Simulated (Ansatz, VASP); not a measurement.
## Two plane-wave programs on CoO

INCAR

```
SYSTEM = CoO
AGGAC = 1.0 ; AGGAX = 1.0
ALDAC = 0.0 ; ALDAX = 1.0
ALGO = Normal ; EDIFF = 1E-6
EDIFFG = -0.01 ; ENCUT = 600
GGA = B5 ; IBRION = 2
ISIF = 3 ; ISMEAR = -1
ISPIN = 2 ; LASPH = .True.
LCHARG = .False. ; LMAXMIX = 4
LORBIT = 11 ; LREAL = .False.
LWAVE = .False. ; MAGMOM = 2 0
NELM = 150 ; NSW = 60
PREC = Accurate ; SIGMA = 0.05
```

Contents of KPOINTS:

```
k-points
0
Gamma
  11 11 11
  0 0 0
```

Contents of POSCAR:

```
CoO
1.0
    0.0000000000      2.1315000000      2.1315000000
    2.1315000000      0.0000000000      2.1315000000
    2.1315000000      2.1315000000      0.0000000000
Co O
1 1
Direct
    0.0000000000      0.0000000000      0.0000000000
    0.5000000000      0.5000000000      0.5000000000
```

The input input.yaml:

```yaml
crystal:
  lattice:
    - [0.0, 2.1315, 2.1315]
    - [2.1315, 0.0, 2.1315]
    - [2.1315, 2.1315, 0.0]
  atoms:
    - { symbol: Co, position: [0.0, 0.0, 0.0], spin: 2.0 }
    - { symbol: O, position: [0.5, 0.5, 0.5] }
hamiltonian:
  xc: blyp
  pseudopotentials: { kind: paw }
magnetization:
  spin_polarized: true
kpoints:
  mp_grid: { grid: [11, 11, 11] }
scf:
  occupations: { method: fermi_dirac, width: 0.05 }
output:
  forces: true
  stress: true
  eigenvalues: true
relax:
  f_tol: 0.01
  max_steps: 40
  cell: { stress_tol: 0.05 }
```

Alike in both runs: task relaxation of cell and atoms; functional BLYP; k mesh 11 × 11 × 11; occupations fermi-dirac, width 0.05 eV; collinear spin.

|  | VASP | Ansatz |
| --- | --- | --- |
| version | VASP 6.6.1 | Ansatz 0.2.0 |
| potentials or method | VASP PAW PBE potentials, release 64 (Co, O) | Ansatz PAW |
| plane-wave cutoff (eV) | 600 | 420 |
| valence electrons in the cell | 15 | 23 |

Ansatz gave:

```
gap on the k mesh at the Fermi level, each at its own relaxed structure (eV) : none
net moment per atom (μB)                                                     : 1.45
size of the moment on the site where the two differ most (μB)                : 2.46
relaxed volume (Å³/atom)                                                     : 9.98
relaxed cell length with the largest relative difference (Å)                 : 3.045
```

**Question.** Estimate VASP's values.

**Answer.** gap on the k mesh at the Fermi level, each at its own relaxed structure (eV): none; net moment per atom (μB): 1.42; size of the moment on the site where the two differ most (μB): 2.50; relaxed volume (Å³/atom): 9.94; relaxed cell length with the largest relative difference (Å): 3.040.

VASP's potentials were made for PBE, not for BLYP. Site moments also hang on the region over which each program counts them. A gap of «none» marks a metal or a gap that the smearing closes. VASP's potentials hold 15 valence electrons a cell and Ansatz's 23, so a difference there can come from the potentials and not from the codes.

Noted on Ansatz's run: the plane-wave basis is chosen anew once the cell has moved, so the energies of steps on either side of that aren't comparable.
